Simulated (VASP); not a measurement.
Runs of VASP 6.6.1 on SnO2. The structure is that of space group P4_2/mnm (No. 136), or close to it. The cells are those of the table. 

```tsv
cell	k mesh	smearing	gap on the mesh (eV)	pressure (GPa)	largest force (eV/Å)
a = 4.804, b = 4.804, c = 3.232 Å, 6 atoms	6 × 6 × 8	gaussian 0.02 eV	0.78	(a)	0.02
a = 4.827, b = 4.828, c = 3.238 Å, 6 atoms	6 × 6 × 8	gaussian 0.02 eV	0.67	0.6	0.02
a = 4.827, b = 4.828, c = 3.238 Å, 6 atoms	6 × 6 × 10	gaussian 0.05 eV	0.67	0.6	0.02
a = 4.827, b = 4.828, c = 3.238 Å, 6 atoms	6 × 6 × 8	gaussian 0.05 eV	0.67	0.6	0.02
```

Alike in all rows: task single point; level PBE; potentials or basis VASP PAW PBE potentials, release 64 (Sn_d, O); no spin polarisation; cutoff (eV) 520.

Question: Fill in the values left out.

Answer: (a) 2.7.

Caveats: spin-orbit coupling is left out, which moves the levels of the heavy elements.

A k mesh can miss the band edges, and the runs leave out spin-orbit coupling on Sn.
